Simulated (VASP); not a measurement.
# Ta (I4/mmm) in VASP: a series of runs, part 2 of 2

VASP 6.6.1. Earlier steps stand in the parts before.

### Step 3. Single point, PBEsol (16.24 Å³/atom)

INCAR reads:

```
SYSTEM = Ta
PREC     = Accurate       ! precision mode
ENCUT    = 520            ! plane-wave cutoff, eV
EDIFF    = 1E-6           ! SCF threshold, eV
ISMEAR   = 0              ! smearing method
SIGMA    = 0.15           ! smearing width, eV
LREAL    = .FALSE.        ! projectors in reciprocal space
LASPH    = .TRUE.         ! aspherical terms in the spheres
NELM     = 100            ! most SCF steps
ALGO     = Fast           ! electronic algorithm
ISIF     = 2              ! what is computed and relaxed
LWAVE    = .FALSE.        ! write WAVECAR
LCHARG   = .FALSE.        ! write CHGCAR
GGA      = PS             ! functional
NBANDS   = 12             ! bands
```

KPOINTS reads:

```
regular mesh
0
G
  22 22 22
  0 0 0
```

POSCAR reads:

```
Ta
1.0
   -1.4804007007      1.4804007007      1.8524253967
    1.4804007007     -1.4804007007      1.8524253967
    1.4804007007      1.4804007007     -1.8524253967
Ta
1
Direct
    0.0000000000      0.0000000000      0.0000000000
```

Potentials or basis: VASP PAW PBE potentials, release 64 (Ta_pv).

On the command line:

```console
$ cat potpaw_PBE.64/Ta_pv/POTCAR > POTCAR
$ mpirun -np 1 vasp_std > vasp.out
```

OUTCAR:

```text
SYSTEM = Ta
   PREC = Accurate
   ENCUT = 520
   EDIFF = 1E-6
   ISMEAR = 0
   LREAL = .FALSE.
   LASPH = .TRUE.
   NELM = 100
   ISIF = 2
   GGA = PS

 ion  position               nearest neighbor table
   1  0.000  0.000  0.000-

  LATTYP: Found a body centered tetragonal cell.
 ALAT       =     2.9608014014
 C/A-ratio  =     1.2512999999

  Lattice vectors:

 A1 = (  -1.4804007007,   1.4804007007,   1.8524253967)
 A2 = (   1.4804007007,  -1.4804007007,   1.8524253967)
 A3 = (   1.4804007007,   1.4804007007,  -1.8524253967)

Analysis of symmetry for initial positions (statically):
=====================================================================
 Subroutine PRICEL returns:
 Original cell was already a primitive cell.

 Routine SETGRP: Setting up the symmetry group for a
 body centered tetragonal supercell.

 Subroutine GETGRP returns: Found 16 space group operations
 (whereof 16 operations were pure point group operations)
 out of a pool of 16 trial point group operations.

The static configuration has the point symmetry D_4h.

Analysis of symmetry for dynamics (positions and initial velocities):
=====================================================================
 Subroutine PRICEL returns:
 Original cell was already a primitive cell.

 Routine SETGRP: Setting up the symmetry group for a
 body centered tetragonal supercell.

 Subroutine GETGRP returns: Found 16 space group operations
 (whereof 16 operations were pure point group operations)
 out of a pool of 16 trial point group operations.

The dynamic configuration has the point symmetry D_4h.

 Subroutine INISYM returns: Found 16 space group operations
 (whereof 16 operations are pure point group operations),
 and found     1 'primitive' translations

----------------------------------------------------------------------------------------

                                     Primitive cell

  volume of cell :      16.2390

  direct lattice vectors                    reciprocal lattice vectors
    -1.480400701  1.480400701  1.852425397     0.000000000  0.337746395  0.269916403
     1.480400701 -1.480400701  1.852425397     0.337746395  0.000000000  0.269916403
     1.480400701  1.480400701 -1.852425397     0.337746395  0.337746395  0.000000000

  length of vectors
     2.795469964  2.795469964  2.795469964     0.432351121  0.432351121  0.477645533

  position of ions in fractional coordinates (direct lattice)
     0.000000000  0.000000000  0.000000000

  ion indices of the primitive-cell ions
   primitive index   ion index
                 1           1

----------------------------------------------------------------------------------------

 KPOINTS: regular mesh

Automatic generation of k-mesh.
 Grid dimensions read from file:
 generate k-points for:   22   22   22

 Generating k-lattice:

  Cartesian coordinates                     Fractional coordinates (reciprocal lattice)
     0.000000000  0.015352109  0.012268927     0.045454545  0.000000000  0.000000000
     0.015352109  0.000000000  0.012268927     0.000000000  0.045454545  0.000000000
     0.015352109  0.015352109  0.000000000     0.000000000  0.000000000  0.045454545

  Length of vectors
     0.019652324  0.019652324  0.021711161

  Shift w.r.t. Gamma in fractional coordinates (k-lattice)
     0.000000000  0.000000000  0.000000000

 Subroutine IBZKPT returns following result:
 ===========================================

 Found    834 irreducible k-points:

 Following reciprocal coordinates:
            Coordinates               Weight
  0.000000  0.000000  0.000000      1.000000
  0.045455  0.000000  0.000000      8.000000
  0.090909  0.000000  0.000000      8.000000
  0.136364  0.000000 -0.000000      8.000000
  0.181818  0.000000 -0.000000      8.000000
  0.227273  0.000000 -0.000000      8.000000
[... 16 lines left out ...]
  0.500000  0.045455 -0.000000     16.000000
 -0.454545  0.045455  0.000000     16.000000
 [... further k-points ...]
   k-points           NKPTS =    834   k-points in BZ     NKDIM =    834   number of bands    NBANDS=     12
   number of dos      NEDOS =    301   number of ions     NIONS =      1
   total plane-waves  NPLWV =  13824
   dimension x,y,z NGX =    24 NGY =   24 NGZ =   24
   dimension x,y,z NGXF=    48 NGYF=   48 NGZF=   48
   ions per type =               1
   NGX,Y,Z   is equivalent  to a cutoff of  14.27, 14.27, 14.27 a.u.
   NGXF,Y,Z  is equivalent  to a cutoff of  28.55, 28.55, 28.55 a.u.
 SYSTEM =  Ta
   PREC   = accura    normal or accurate (medium, high low for compatibility)
   ISTART =      0    job   : 0-new  1-cont  2-samecut
   ICHARG =      2    charge: 1-file 2-atom 10-const
   ISPIN  =      1    spin polarized calculation?
   LNONCOLLINEAR =      F non collinear calculations
   LSORBIT =      F    spin-orbit coupling
   LASPH  =      T    aspherical Exc in radial PAW
   ENCUT  =  520.0 eV  38.22 Ry    6.18 a.u.   5.20  5.20  5.20*2*pi/ulx,y,z
   NELM   =    100;   NELMIN=  2; NELMDL= -5     # of ELM steps
   EDIFF  = 0.1E-05   stopping-criterion for ELM
   LREAL  =      F    real-space projection
   EDIFFG = 0.1E-04   stopping-criterion for IOM
   NSW    =      0    number of steps for IOM
   IBRION =     -1    ionic relax: 0-MD 1-quasi-New 2-CG
   NFREE  =      0    steps in history (QN), initial steepest desc. (CG)
   ISIF   =      2    stress and relaxation
   ISYM   =      2    0-nonsym 1-usesym 2-fastsym
   POTIM  = 0.5000    time-step for ionic-motion
   TEBEG  =    0.0;   TEEND  =   0.0 temperature during run
   PSTRESS=    0.0 pullay stress
   NELECT =      11.0000    total number of electrons
   NUPDOWN=      -1.0000    fix difference up-down
   EMIN   =  10.00;   EMAX   =-10.00  energy-range for DOS
   EFERMI =   0.00;   METHOD = LEGACY
   ISMEAR =     0;   SIGMA  =   0.15  broadening in eV -4-tet -1-fermi 0-gaus
   EFERMI_NEDOS =   21; number of points for ismear=-14 and -15
   IALGO  =     68    algorithm
   IMIX   =      4    mixing-type and parameters
     AMIX     =   0.40;   BMIX     =  1.00
     AMIX_MAG =   1.60;   BMIX_MAG =  1.00
  volume/ion in A,a.u.               =      16.24       109.59
  Fermi-wavevector in a.u.,A,eV,Ry     =   1.437759  2.716970 28.125279  2.067150
  Thomas-Fermi vector in A             =   2.556801
   LORBIT       =      0    0 simple, 1 ext, 2 COOP (PROOUT), +10 PAW based schemes
   GGA     = PS    functional components
   LHFCALC =     F    Hartree Fock is set to
   AEXX    =    0.0000 exact exchange contribution
   IVDW    =     0    specifies the selected vdW correction
   LEPSILON=     F    determine dielectric tensor
   LRPA    =     F    only Hartree local field effects (RPA)
 non-spin polarized calculation
 RMM-DIIS sequential band-by-band and
 Gauss-broadening in eV      SIGMA  =   0.15
  energy-cutoff  :      520.00
  volume of cell :       16.24
 maximum number of plane-waves:       455
 NGX is ok and might be reduce to    24
   NGX = 11   NGY = 11   NGZ = 11

 number of electron      11.0000001 magnetization

 Free energy of the ion-electron system (eV)
  ---------------------------------------------------
  ext. energy  EPLUGINS =         0.00000000
  ---------------------------------------------------
  free energy    TOTEN  =       -12.25002372 eV

  energy without entropy =      -12.23744913  energy(sigma->0) =      -12.24373643

 E-fermi :   6.4777     XC(G=0): -13.2674

 val. band max:        6.4777032832   @ k =  -0.1818   0.2727   0.0909
 cond. band min:       6.4778879570   @ k =  -0.4091   0.4091   0.2727
 fundamental gap:      0.0001846737
 Fermi energy:         6.4777220745

 k-point     1 :       0.0000    0.0000    0.0000
  band No.  band energies     occupation
      1     -26.4184      2.00000
      2     -26.4062      2.00000
      3     -26.4062      2.00000
      4      -2.1251      2.00000
      5       6.5533      0.47607
      6       6.5533      0.47607
      7       8.2117      0.00000
      8       9.2484      0.00000
      9      11.5096      0.00000
     10      19.7970      0.00000
     11      23.6789      0.00000
     12      23.6789      0.00000
[... 331 lines left out ...]
 k-point    24 :      -0.4545    0.0455    0.0000
  band No.  band energies     occupation
      1     -28.0004      2.00000
      2     -26.7509      2.00000
      3     -26.5121      2.00000
      4       1.4173      2.00000
      5       5.7170      2.00000
      6       7.2677      0.00000
      7       8.1271      0.00000
      8      12.6595      0.00000
      9      13.7246      0.00000
     10      18.6756      0.00000
     11      20.0853      0.00000
     12      21.2392      0.00000

 [... further k-points ...]

------------------------ aborting loop because EDIFF is reached ----------------------------------------

  FORCE on cell =-STRESS in cart. coord.  units (eV):
  Direction    XX          YY          ZZ          XY          YZ          ZX
  --------------------------------------------------------------------------------------
  -------------------------------------------------------------------------------------
  Total        3.3838917      3.3838917      1.0546337      0.0000000      0.0000000      0.0000000
  in kB      333.8625873    333.8625873    104.0526055      0.0000000      0.0000000      0.0000000
  external PRESSURE =     257.2592600 kB  Pullay stress =       0.0000000 kB

 VOLUME and BASIS-vectors are now :
 -----------------------------------------------------------------------------
  energy-cutoff  :      520.00
  volume of cell :       16.24
      direct lattice vectors                 reciprocal lattice vectors
    -1.480400701  1.480400701  1.852425397     0.000000000  0.337746395  0.269916403
     1.480400701 -1.480400701  1.852425397     0.337746395  0.000000000  0.269916403
     1.480400701  1.480400701 -1.852425397     0.337746395  0.337746395  0.000000000

 POSITION                                       TOTAL-FORCE (eV/Angst)
 -----------------------------------------------------------------------------------
      0.00000      0.00000      0.00000        -0.000000      0.000000      0.000000
 -----------------------------------------------------------------------------------
    total drift:                               -0.000000      0.000000     -0.000000

  FREE ENERGIE OF THE ION-ELECTRON SYSTEM (eV)
  ---------------------------------------------------
  free  energy   TOTEN  =       -12.2500237238 eV

  energy  without entropy=      -12.2374491345  energy(sigma->0) =      -12.24373643
```

Wall time 2.8 min (1 thread of Intel Xeon 8259CL, shared host); peak memory 0.28 GiB.

What came out:

```
Free energy            : -12.2500 eV
Pressure               : 25.7 GPa
Band gap on the k mesh : zero (an odd number of electrons rules out a gap without spin polarisation)
```

Caveat: the stress differs along the axes, from 10 to 33 GPa; the PAW data sets were made with another functional, which shifts forces and pressure a little; spin-orbit coupling is left out, which moves the levels of the heavy elements.
